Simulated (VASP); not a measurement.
# Sn (Fd-3m) in VASP: further runs

Runs on Sn. Level: r2SCAN. Tasks: single point.

All numbers are computed with VASP 6.6.1; they aren't measurements. Logs are shortened: lines on timing, memory, paths and dates and some standing lists are left out, and cuts for length are marked.

### 1 The cell of the first run

The structure is cubic, space group Fd-3m (No. 227). Conventional cell: a = 6.467 Å, b = 6.467 Å, c = 6.467 Å, α = 90.00°, β = 90.00°, γ = 90.00°. Within 3.7 Å of Sn (site symmetry -43m) lie 4 Sn at 2.80 Å.

### 2 Single point, r2SCAN

POSCAR reads:

```
Sn
1.0
    0.0000000000      3.2333430000      3.2333430000
    3.2333430000      0.0000000000      3.2333430000
    3.2333430000      3.2333430000      0.0000000000
Sn
2
Direct
    0.0000000000      0.0000000000      0.0000000000
    0.2500000000      0.2500000000      0.2500000000
```

INCAR.step1 reads:

```
SYSTEM = Sn
ALGO = Normal ; EDIFF = 1E-5
ENCUT = 550 ; GGA = PE
GGA_COMPAT = .FALSE. ; ISMEAR = 1
LASPH = .TRUE. ; LCHARG = .FALSE.
LREAL = .FALSE. ; LWAVE = .TRUE.
NBANDS = 21 ; NELM = 120
PREC = Accurate ; SIGMA = 0.5
```

INCAR.step2 reads:

```
SYSTEM = Sn
ALGO = Normal ; EDIFF = 1E-6
ENCUT = 550 ; GGA_COMPAT = .FALSE.
ISIF = 2 ; ISMEAR = 1
ISTART = 1 ; LASPH = .TRUE.
LCHARG = .FALSE. ; LMIXTAU = .TRUE.
LREAL = .FALSE. ; LWAVE = .FALSE.
METAGGA = R2SCAN ; NBANDS = 21
NELM = 120 ; PREC = Accurate
SIGMA = 0.5
```

KPOINTS reads:

```
k-points
0
G
  4 4 4
  0 0 0
```

Potentials or basis: VASP PAW PBE potentials, release 64 (Sn_d).

On the command line:

```bash
> cat potpaw_PBE.64/Sn_d/POTCAR > POTCAR
> cp INCAR.step1 INCAR
> mpirun -np 1 vasp_std > vasp.out
> cp INCAR.step2 INCAR
> mpirun -np 1 vasp_std > vasp.out
```

OUTCAR:

```text
SYSTEM = Sn
   EDIFF = 1E-6
   ENCUT = 550
   ISIF = 2
   ISMEAR = 1
   ISTART = 1
   LASPH = .TRUE.
   LREAL = .FALSE.
   METAGGA = R2SCAN
   NELM = 120
   PREC = Accurate

 ion  position               nearest neighbor table
   1  0.000  0.000  0.000-   2 2.80   2 2.80   2 2.80   2 2.80
   2  0.250  0.250  0.250-   1 2.80   1 2.80   1 2.80   1 2.80

  LATTYP: Found a face centered cubic cell.
 ALAT       =     6.4666860000

  Lattice vectors:

 A1 = (   0.0000000000,   3.2333430000,   3.2333430000)
 A2 = (   3.2333430000,   0.0000000000,   3.2333430000)
 A3 = (   3.2333430000,   3.2333430000,   0.0000000000)

Analysis of symmetry for initial positions (statically):
=====================================================================
 Subroutine PRICEL returns:
 Original cell was already a primitive cell.

 Routine SETGRP: Setting up the symmetry group for a
 face centered cubic supercell.

 Subroutine GETGRP returns: Found 48 space group operations
 (whereof 24 operations were pure point group operations)
 out of a pool of 48 trial point group operations.

The static configuration has the point symmetry T_d .
 The point group associated with its full space group is O_h .

Analysis of symmetry for dynamics (positions and initial velocities):
=====================================================================
 Subroutine PRICEL returns:
 Original cell was already a primitive cell.

 Routine SETGRP: Setting up the symmetry group for a
 face centered cubic supercell.

 Subroutine GETGRP returns: Found 48 space group operations
 (whereof 24 operations were pure point group operations)
 out of a pool of 48 trial point group operations.

The dynamic configuration has the point symmetry T_d .
 The point group associated with its full space group is O_h .

 Subroutine INISYM returns: Found 48 space group operations
 (whereof 24 operations are pure point group operations),
 and found     1 'primitive' translations

----------------------------------------------------------------------------------------

                                     Primitive cell

  volume of cell :      67.6060

  direct lattice vectors                    reciprocal lattice vectors
     0.000000000  3.233343000  3.233343000    -0.154638713  0.154638713  0.154638713
     3.233343000  0.000000000  3.233343000     0.154638713 -0.154638713  0.154638713
     3.233343000  3.233343000  0.000000000     0.154638713  0.154638713 -0.154638713

  length of vectors
[... 62 lines left out ...]
   LASPH  =      T    aspherical Exc in radial PAW
   ENCUT  =  550.0 eV  40.42 Ry    6.36 a.u.   8.74  8.74  8.74*2*pi/ulx,y,z
   NELM   =    120;   NELMIN=  2; NELMDL=  0     # of ELM steps
   EDIFF  = 0.1E-05   stopping-criterion for ELM
   LREAL  =      F    real-space projection
   EDIFFG = 0.1E-04   stopping-criterion for IOM
   NSW    =      0    number of steps for IOM
   IBRION =     -1    ionic relax: 0-MD 1-quasi-New 2-CG
   NFREE  =      0    steps in history (QN), initial steepest desc. (CG)
   ISIF   =      2    stress and relaxation
   ISYM   =      2    0-nonsym 1-usesym 2-fastsym
   POTIM  = 0.5000    time-step for ionic-motion
   TEBEG  =    0.0;   TEEND  =   0.0 temperature during run
   PSTRESS=    0.0 pullay stress
   NELECT =      28.0000    total number of electrons
   NUPDOWN=      -1.0000    fix difference up-down
   EMIN   =  10.00;   EMAX   =-10.00  energy-range for DOS
   EFERMI =   0.00;   METHOD = LEGACY
   ISMEAR =     1;   SIGMA  =   0.50  broadening in eV -4-tet -1-fermi 0-gaus
   EFERMI_NEDOS =   21; number of points for ismear=-14 and -15
   IALGO  =     38    algorithm
   IMIX   =      4    mixing-type and parameters
     AMIX     =   0.40;   BMIX     =  1.00
     AMIX_MAG =   1.60;   BMIX_MAG =  1.00
  volume/ion in A,a.u.               =      33.80       228.11
  Fermi-wavevector in a.u.,A,eV,Ry     =   1.220298  2.306028 20.260790  1.489126
  Thomas-Fermi vector in A             =   2.355520
   LORBIT       =      0    0 simple, 1 ext, 2 COOP (PROOUT), +10 PAW based schemes
   METAGGA = R2SCAN    functional components
   LHFCALC =     F    Hartree Fock is set to
   AEXX    =    0.0000 exact exchange contribution
   IVDW    =     0    specifies the selected vdW correction
   LEPSILON=     F    determine dielectric tensor
   LRPA    =     F    only Hartree local field effects (RPA)
 non-spin polarized calculation
 Methfessel and Paxton  Order N= 1 SIGMA  =   0.50
  energy-cutoff  :      550.00
  volume of cell :       67.61
 maximum number of plane-waves:      2006
 NGX is ok and might be reduce to    36
   NGX = 17   NGY = 17   NGZ = 17

 number of electron      28.0000008 magnetization

 Free energy of the ion-electron system (eV)
  ---------------------------------------------------
  ext. energy  EPLUGINS =         0.00000000
  ---------------------------------------------------
  free energy    TOTEN  =       -49.27649414 eV

  energy without entropy =      -49.28831526  energy(sigma->0) =      -49.28043451

 E-fermi :   5.6891     XC(G=0):  -9.6235

 val. band max:        5.4477940105   @ k =   0.0000   0.0000   0.0000
 cond. band min:       5.7280848972   @ k =   0.0000   0.0000   0.0000
 fundamental gap:      0.2802908867
 Fermi energy:         5.6890705270

 k-point     1 :       0.0000    0.0000    0.0000
  band No.  band energies     occupation
      1     -16.6861      2.00000
      2     -16.6861      2.00000
      3     -16.6861      2.00000
      4     -16.6187      2.00000
      5     -16.6187      2.00000
      6     -16.2848      2.00000
[... 181 lines left out ...]
     20      15.3171     -0.00000
     21      16.5563      0.00000

------------------------ aborting loop because EDIFF is reached ----------------------------------------

  FORCE on cell =-STRESS in cart. coord.  units (eV):
  Direction    XX          YY          ZZ          XY          YZ          ZX
  --------------------------------------------------------------------------------------
  -------------------------------------------------------------------------------------
  Total        1.1224306      1.1224306      1.1224306     -0.0000000      0.0000000     -0.0000000
  in kB       26.6001916     26.6001916     26.6001916     -0.0000000      0.0000000     -0.0000000
  external PRESSURE =      26.6001916 kB  Pullay stress =       0.0000000 kB

 VOLUME and BASIS-vectors are now :
 -----------------------------------------------------------------------------
  energy-cutoff  :      550.00
  volume of cell :       67.61
      direct lattice vectors                 reciprocal lattice vectors
     0.000000000  3.233343000  3.233343000    -0.154638713  0.154638713  0.154638713
     3.233343000  0.000000000  3.233343000     0.154638713 -0.154638713  0.154638713
     3.233343000  3.233343000  0.000000000     0.154638713  0.154638713 -0.154638713

 POSITION                                       TOTAL-FORCE (eV/Angst)
 -----------------------------------------------------------------------------------
      0.00000      0.00000      0.00000         0.000000      0.000000      0.000000
      1.61667      1.61667      1.61667        -0.000000     -0.000000     -0.000000
 -----------------------------------------------------------------------------------
    total drift:                                0.000000      0.000000      0.000000

  FREE ENERGIE OF THE ION-ELECTRON SYSTEM (eV)
  ---------------------------------------------------
  free  energy   TOTEN  =       -49.2764941404 eV

  energy  without entropy=      -49.2883152639  energy(sigma->0) =      -49.28043451
```

OSZICAR.step1:

```text
N       E                     dE             d eps       ncg     rms          rms(c)
DAV:   1     0.230932530158E+03    0.23093E+03   -0.15059E+04   336   0.196E+03
DAV:   2     0.180858397067E+02   -0.21285E+03   -0.20858E+03   341   0.452E+02
DAV:   3    -0.659875140978E+01   -0.24685E+02   -0.24507E+02   361   0.142E+02
DAV:   4    -0.746075230801E+01   -0.86200E+00   -0.86071E+00   391   0.298E+01
DAV:   5    -0.749604511645E+01   -0.35293E-01   -0.35292E-01   490   0.553E+00    0.334E+00
DAV:   6    -0.744614656398E+01    0.49899E-01   -0.30234E-02   452   0.205E+00    0.196E+00
DAV:   7    -0.742363786697E+01    0.22509E-01   -0.53642E-02   389   0.222E+00    0.169E-01
DAV:   8    -0.742620016652E+01   -0.25623E-02   -0.60721E-03   366   0.809E-01    0.545E-02
DAV:   9    -0.742672092257E+01   -0.52076E-03   -0.61260E-04   389   0.155E-01    0.142E-02
DAV:  10    -0.742673761130E+01   -0.16689E-04   -0.33648E-05   332   0.514E-02    0.609E-03
DAV:  11    -0.742674279726E+01   -0.51860E-05   -0.10079E-05   294   0.261E-02
   1 F= -.74267428E+01 E0= -.74332350E+01  d E =0.194765E-01
```

Wall time 66 s (1 thread of AMD EPYC 9R14 (Zen 4), shared host); peak memory 0.18 GiB.

Results:

```
Free energy            : -49.2765 eV
Pressure               : 2.7 GPa
Band gap on the k mesh : zero (filled and empty bands touch)
```

Caveat: the k points lie up to 0.42 Å⁻¹ apart; the PAW data sets were made with another functional, which shifts forces and pressure a little; spin-orbit coupling is left out, which moves the levels of the heavy elements.

### 3 Single point, r2SCAN

POSCAR is that of step 2.

INCAR.step1 reads:

```
  PREC = Accurate
  ENCUT = 550
  ISMEAR = 1
  SIGMA = 0.3
  LREAL = F
  LASPH = T
  NELM = 120
  NBANDS = 21
  GGA = PE
  ALGO = Normal
  EDIFF = 1E-5
  LWAVE = T
  LCHARG = F
  GGA_COMPAT = F
```

INCAR.step2 reads:

```
  PREC = Accurate
  ENCUT = 550
  EDIFF = 1E-6
  ISMEAR = 1
  SIGMA = 0.3
  LREAL = F
  LASPH = T
  NELM = 120
  ALGO = Normal
  ISIF = 2
  LWAVE = F
  LCHARG = F
  METAGGA = R2SCAN
  LMIXTAU = T
  NBANDS = 21
  ISTART = 1
  GGA_COMPAT = F
```

KPOINTS reads:

```
regular mesh
0
Gamma
  4 4 4
```

Potentials or basis: VASP PAW PBE potentials, release 64 (Sn_d).

On the command line:

```bash
> cat potpaw_PBE.64/Sn_d/POTCAR > POTCAR
> cp INCAR.step1 INCAR
> mpirun -np 1 vasp_std > vasp.out
> cp INCAR.step2 INCAR
> mpirun -np 1 vasp_std > vasp.out
```

It took 73 s on 1 thread of AMD EPYC 9R14 (Zen 4), shared host; peak memory 0.18 GiB.

It converged, with:

* Free energy: -49.2774 eV
* Pressure: 2.8 GPa
* Band gap on the k mesh: zero (filled and empty bands touch)

Levels at points of the mesh, in eV from the Fermi level:
```tsv
k point	band 12	band 13	band 14	band 15	band 16	band 17
(0.00, 0.00, 0.00)	-0.29	-0.01	-0.01	-0.01	2.20	2.20
(0.50, 0.00, 0.00)	-6.65	-1.30	-1.30	0.15	3.35	3.35
(0.50, 0.50, 0.00)	-7.91	-2.73	-2.73	0.88	0.88	8.21
```

Caveat: the k points lie up to 0.42 Å⁻¹ apart; the PAW data sets were made with another functional, which shifts forces and pressure a little; spin-orbit coupling is left out, which moves the levels of the heavy elements.

### 4 Single point, r2SCAN

POSCAR is that of step 3.

INCAR.step1 reads:

```
SYSTEM = Sn
ALGO = Normal ; EDIFF = 1E-5
ENCUT = 550 ; GGA = PE
GGA_COMPAT = .False. ; ISMEAR = 1
LASPH = .True. ; LCHARG = .False.
LREAL = .False. ; LWAVE = .True.
NBANDS = 21 ; NELM = 120
PREC = Accurate ; SIGMA = 0.2
```

INCAR.step2 reads:

```
SYSTEM = Sn
ALGO = Normal ; EDIFF = 1E-6
ENCUT = 550 ; GGA_COMPAT = .False.
ISIF = 2 ; ISMEAR = 1
ISTART = 1 ; LASPH = .True.
LCHARG = .True. ; LELF = .True.
LMIXTAU = .True. ; LREAL = .False.
LVHAR = .True. ; LWAVE = .False.
METAGGA = R2SCAN ; NBANDS = 21
NELM = 120 ; PREC = Accurate
SIGMA = 0.2
```

KPOINTS reads:

```
k-points
0
Gamma
  4 4 4
  0 0 0
```

On the command line:

```bash
> cat potpaw_PBE.64/Sn_d/POTCAR > POTCAR
> cp INCAR.step1 INCAR
> mpirun -np 1 vasp_std > vasp.out
> cp INCAR.step2 INCAR
> mpirun -np 1 vasp_std > vasp.out
```

Run time: 70 s. Hardware: 1 thread of AMD EPYC 9R14 (Zen 4), shared host; peak memory 0.18 GiB.

Results (log left out):

* Free energy: -49.2762 eV
* Pressure: 2.8 GPa
* Band gap on the k mesh: zero (filled and empty bands touch)

Levels at points of the mesh, in eV from the Fermi level:
| k point | band 12 | band 13 | band 14 | band 15 | band 16 | band 17 |
| --- | --- | --- | --- | --- | --- | --- |
| (0.00, 0.00, 0.00) | -0.30 | -0.02 | -0.02 | -0.02 | 2.19 | 2.19 |
| (0.50, 0.00, 0.00) | -6.67 | -1.32 | -1.32 | 0.13 | 3.33 | 3.33 |
| (0.50, 0.50, 0.00) | -7.92 | -2.75 | -2.75 | 0.87 | 0.87 | 8.20 |

Caveat: the k points lie up to 0.42 Å⁻¹ apart; the PAW data sets were made with another functional, which shifts forces and pressure a little; spin-orbit coupling is left out, which moves the levels of the heavy elements.

### 5 Single point, r2SCAN

POSCAR is that of step 4.

INCAR.step1 reads:

```
SYSTEM = Sn
PREC     = Accurate       ! precision mode
ENCUT    = 550            ! plane-wave cutoff, eV
ISMEAR   = 1              ! smearing method
SIGMA    = 0.1            ! smearing width, eV
LREAL    = .FALSE.        ! projectors in reciprocal space
LASPH    = .TRUE.         ! aspherical terms in the spheres
NELM     = 120            ! most SCF steps
NBANDS   = 21             ! bands
GGA      = PE             ! functional
ALGO     = Normal         ! electronic algorithm
EDIFF    = 1E-5           ! SCF threshold, eV
LWAVE    = .TRUE.         ! write WAVECAR
LCHARG   = .FALSE.        ! write CHGCAR
GGA_COMPAT= .FALSE.
```

INCAR.step2 reads:

```
SYSTEM = Sn
PREC     = Accurate       ! precision mode
ENCUT    = 550            ! plane-wave cutoff, eV
EDIFF    = 1E-6           ! SCF threshold, eV
ISMEAR   = 1              ! smearing method
SIGMA    = 0.1            ! smearing width, eV
LREAL    = .FALSE.        ! projectors in reciprocal space
LASPH    = .TRUE.         ! aspherical terms in the spheres
NELM     = 120            ! most SCF steps
ALGO     = Normal         ! electronic algorithm
ISIF     = 2              ! what is computed and relaxed
LWAVE    = .FALSE.        ! write WAVECAR
LCHARG   = .FALSE.        ! write CHGCAR
METAGGA  = R2SCAN         ! meta-GGA
LMIXTAU  = .TRUE.       
NBANDS   = 21             ! bands
ISTART   = 1            
GGA_COMPAT= .FALSE.
```

KPOINTS reads:

```
Automatic mesh
0
G
  4 4 4
  0 0 0
```

On the command line:

```bash
> cat potpaw_PBE.64/Sn_d/POTCAR > POTCAR
> cp INCAR.step1 INCAR
> mpirun -np 1 vasp_std > vasp.out
> cp INCAR.step2 INCAR
> mpirun -np 1 vasp_std > vasp.out
```

Wall time 55 s (1 thread of AMD EPYC 9R14 (Zen 4), shared host); peak memory 0.18 GiB.

Results (log left out):

```yaml
Free_energy: -49.2755 eV
Pressure: 2.7 GPa
Band_gap_on_the_k_mesh: zero (filled and empty bands touch)
```

Levels at points of the mesh, in eV from the Fermi level:
| k point | band 12 | band 13 | band 14 | band 15 | band 16 | band 17 |
| --- | --- | --- | --- | --- | --- | --- |
| (0.00, 0.00, 0.00) | -0.31 | -0.03 | -0.03 | -0.03 | 2.18 | 2.18 |
| (0.50, 0.00, 0.00) | -6.67 | -1.32 | -1.32 | 0.13 | 3.33 | 3.33 |
| (0.50, 0.50, 0.00) | -7.93 | -2.75 | -2.75 | 0.86 | 0.86 | 8.19 |

Caveat: the k points lie up to 0.42 Å⁻¹ apart; the PAW data sets were made with another functional, which shifts forces and pressure a little; spin-orbit coupling is left out, which moves the levels of the heavy elements.

### 6 Overview

```tsv
smearing	gap on the mesh (eV)	pressure (GPa)
methfessel-paxton 0.5 eV	none	2.7
methfessel-paxton 0.3 eV	none	2.8
methfessel-paxton 0.2 eV	none	2.8
methfessel-paxton 0.1 eV	none	2.7
```

Alike in all rows: task single point; level r2SCAN; potentials or basis VASP PAW PBE potentials, release 64 (Sn_d); no spin polarisation; cell as given; k mesh 4 × 4 × 4; cutoff (eV) 550.

Caveats: all runs use coarse meshes; the PAW data sets were made with another functional, which shifts forces and pressure a little; spin-orbit coupling is left out, which moves the levels of the heavy elements.

Absolute energies hang on the potentials; compare differences alone.
